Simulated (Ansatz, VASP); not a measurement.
**WC in VASP and in Ansatz**

The input INCAR:

```
PREC = Accurate
ENCUT = 910
EDIFF = 1E-7
ISMEAR = -1
SIGMA = 0.05
LREAL = F
LASPH = T
NELM = 200
ALGO = Normal
ISIF = 3
LWAVE = F
LCHARG = F
LMAXMIX = 4
LDAU = T
LDAUTYPE = 2
LDAUL = 2 -1
LDAUU = 8 0
LDAUJ = 0 0
LDAUPRINT = 1
GGA = PS
IBRION = 2
NSW = 60
EDIFFG = -0.01
GGA_COMPAT = F
NELMIN = 4
```

Contents of KPOINTS:

```
regular mesh
0
Gamma
  10 10 10
```

The input POSCAR:

```
WC
1.0
    0.0000000000      2.1926840000      2.1926840000
    2.1926840000      0.0000000000      2.1926840000
    2.1926840000      2.1926840000      0.0000000000
W C
1 1
Direct
    0.0000000000      0.0000000000      0.0000000000
    0.5000000000      0.5000000000      0.5000000000
```

File input.yaml:

```yaml
crystal:
  lattice:
    - [0.0, 2.192684, 2.192684]
    - [2.192684, 0.0, 2.192684]
    - [2.192684, 2.192684, 0.0]
  atoms:
    - { symbol: W, position: [0.0, 0.0, 0.0] }
    - { symbol: C, position: [0.5, 0.5, 0.5] }
hamiltonian:
  xc: pbesol
  pseudopotentials: { kind: paw }
  hubbard: { sites: [{ species: W, l: d, u_eff: 8.0 }] }
kpoints:
  mp_grid: { grid: [10, 10, 10] }
scf:
  occupations: { method: fermi_dirac, width: 0.05 }
output:
  forces: true
  stress: true
  eigenvalues: true
relax:
  f_tol: 0.01
  max_steps: 40
  cell: { stress_tol: 0.05 }
```

Alike in both runs: task relaxation of cell and atoms; functional PBEsol; k mesh 10 × 10 × 10; occupations fermi-dirac, width 0.05 eV; no spin polarisation; Hubbard terms W d U = 8.0 eV.

|  | VASP | Ansatz |
| --- | --- | --- |
| version | VASP 6.6.1 | Ansatz 0.2.0 |
| potentials or method | VASP PAW PBE potentials, release 64 (W_sv, C_h) | Ansatz PAW |
| plane-wave cutoff (eV) | 910 | 420 |
| valence electrons in the cell | 18 | 18 |

```tsv
	VASP	Ansatz	Ansatz less VASP
gap on the k mesh at the Fermi level, each at its own relaxed structure (eV)	none	none	-
relaxed volume (Å³/atom)	10.74	10.29	-0.453
relaxed cell length with the largest relative difference (Å)	3.121	3.076	-0.0445
```

VASP's potentials were made for PBE, not for PBEsol. The programs project onto different local orbitals, so the same U acts differently, and such runs can settle in different states. A gap of «none» marks a metal or a gap that the smearing closes.

Neither program's run includes spin-orbit coupling. Noted on VASP's run: the cutoff is short for stress, so the pressure is rough; too few bands were computed for a metal, which touches its energy and stress. Noted on Ansatz's run: the plane-wave basis is chosen anew once the cell has moved, so the energies of steps on either side of that aren't comparable.
